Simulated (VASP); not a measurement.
Here is a VASP 6.6.1 calculation.

INCAR

```
SYSTEM = InPd
  ALGO = Normal
  EDIFF = 1E-7
  ENCUT = 520
  GGA = PE
  ISIF = 2
  ISMEAR = -1
  LASPH = .TRUE.
  LCHARG = .TRUE.
  LELF = .TRUE.
  LREAL = .FALSE.
  LVHAR = .TRUE.
  LWAVE = .FALSE.
  NBANDS = 18
  NELM = 60
  PREC = Accurate
  SIGMA = 0.05
```

Contents of KPOINTS:

```
k-points
0
G
  8 8 8
  0 0 0
```

Contents of POSCAR:

```
InPd
1.0
    3.2258398479      0.0000000000      0.0000000000
    0.0000000000      3.2258398479      0.0000000000
    0.0000000000      0.0000000000      3.2258398479
In Pd
1 1
Direct
    0.0000000000      0.0000000000      0.0000000000
    0.5000000000      0.5000000000      0.5000000000
```

Potentials or basis: VASP PAW PBE potentials, release 64 (In_d, Pd).

The run is started by

```console
$ cat potpaw_PBE.64/In_d/POTCAR potpaw_PBE.64/Pd/POTCAR > POTCAR
$ mpirun -np 1 vasp_std > vasp.out
```

(1) Estimate the pressure.

## Answers

(1) 10.1 GPa.
